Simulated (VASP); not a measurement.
Wanted: the native input for a VASP 6.6.1 run.

```
Task                   : single point
Functional             : PBEsol
Potentials or basis    : VASP PAW PBE potentials, release 64 (Zn, S)
Cutoff                 : 500 eV
k mesh                 : 8 × 8 × 8
Occupations            : gaussian, width 0.01 eV
Spin                   : no spin polarisation
Dipole correction      : no
Further INCAR settings : ALGO = Normal; EDIFF = 1e-06; NBANDS = 16
```

The structure of ZnS lies in POSCAR:

```
ZnS
1.0
    2.6242142094      2.6242142094      0.0000000000
   -2.6242142094      2.6242142094      0.0000000000
    0.0000000000      2.6242142094      2.7424329736
Zn S
1 1
Direct
    0.7500000000      0.2500000000      0.5000000000
    0.0000000000      0.0000000000      0.0000000000
```

This cell differs from its parent crystal: in-plane strain -0.02, then relaxed in part.

One way to write it, as run:

INCAR

```
SYSTEM = ZnS
ALGO     = Normal         ! electronic algorithm
EDIFF    = 1E-6           ! SCF threshold, eV
ENCUT    = 500            ! plane-wave cutoff, eV
GGA      = PS             ! functional
GGA_COMPAT= .False.      
ISIF     = 2              ! what is computed and relaxed
ISMEAR   = 0              ! smearing method
LASPH    = .True.         ! aspherical terms in the spheres
LCHARG   = .False.        ! write CHGCAR
LREAL    = .False.        ! projectors in reciprocal space
LWAVE    = .False.        ! write WAVECAR
NBANDS   = 16             ! bands
NELM     = 120            ! most SCF steps
PREC     = Accurate       ! precision mode
SIGMA    = 0.01           ! smearing width, eV
```

KPOINTS

```
k-points
0
Gamma
  8 8 8
  0 0 0
```

Potentials or basis: VASP PAW PBE potentials, release 64 (Zn, S).

Run with:

```console
$ cat potpaw_PBE.64/Zn/POTCAR potpaw_PBE.64/S/POTCAR > POTCAR
$ mpirun -np 1 vasp_std > vasp.out
```

Results of the run:

The pressure is 1.5 GPa and the band gap on the k mesh is 2.10 eV, direct.

Caveat: the cell differs from its parent crystal (in-plane strain -0.02, then relaxed in part); the PAW data sets were made with another functional, which shifts forces and pressure a little.

Wall time 23 s on 1 thread of Intel(R) Xeon(R) Platinum 8488C (Sapphire Rapids) (shared host), peak memory 0.16 GiB.
